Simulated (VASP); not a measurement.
Wanted: the native input for a VASP 6.6.1 run.

```
Task                   : relaxation of cell and atoms
Functional             : LDA
Potentials or basis    : VASP PAW LDA potentials, release 64 (Zn, F)
Cutoff                 : 600 eV
k mesh                 : 6 × 6 × 8
Occupations            : fermi-dirac, width 0.08 eV
Spin                   : no spin polarisation
Dipole correction      : no
Further INCAR settings : ALGO = Normal; EDIFF = 1e-07; IBRION = 2; EDIFFG = -0.002; NSW = 100; ISIF = 3
```

The structure of ZnF2 lies in POSCAR:

```
ZnF2
1.0
    4.7048000000      0.0000000000      0.0000000000
    0.0000000000      4.7048000000      0.0000000000
    0.0000000000      0.0000000000      3.1338000000
Zn F
2 4
Direct
    0.0000000000      0.0000000000      0.0000000000
    0.5000000000      0.5000000000      0.5000000000
    0.3024000000      0.3024000000      0.0000000000
    0.1976000000      0.8024000000      0.5000000000
    0.6976000000      0.6976000000      0.0000000000
    0.8024000000      0.1976000000      0.5000000000
```

These files were run (other wordings do the same):

INCAR

```
SYSTEM = ZnF2
ALGO = Normal
EDIFF = 1E-7
EDIFFG = -0.002
ENCUT = 600
GGA_COMPAT = .FALSE.
IBRION = 2
ISIF = 3
ISMEAR = -1
LASPH = .TRUE.
LCHARG = .FALSE.
LREAL = .FALSE.
LWAVE = .FALSE.
NELM = 120
NELMIN = 4
NSW = 100
PREC = Accurate
SIGMA = 0.08
```

KPOINTS

```
k-points
0
G
  6 6 8
  0 0 0
```

Potentials or basis: VASP PAW LDA potentials, release 64 (Zn, F).

Command:

```sh
$ cat potpaw_LDA.64/Zn/POTCAR potpaw_LDA.64/F/POTCAR > POTCAR
$ mpirun -np 1 vasp_std > vasp.out
```

It gave:

```yaml
Relaxed_volume: 11.08 Å³/atom
Relaxed_cell: a = 4.632 Å, b = 4.632 Å, c = 3.097 Å, α = 90.00°, β = 90.00°, γ = 90.00°
Space_group_after_relaxing_to_0.1_Å: P4_2/mnm (No. 136)
Energy_gained_by_relaxing: 8.3 meV/atom
Ionic_steps: 12
Pressure_after_relaxing: 0.0 GPa
Band_gap_on_the_k_mesh: 3.39 eV
```

It took 17 min on 1 thread of Intel Xeon 8259CL (shared host), peak memory 0.25 GiB.
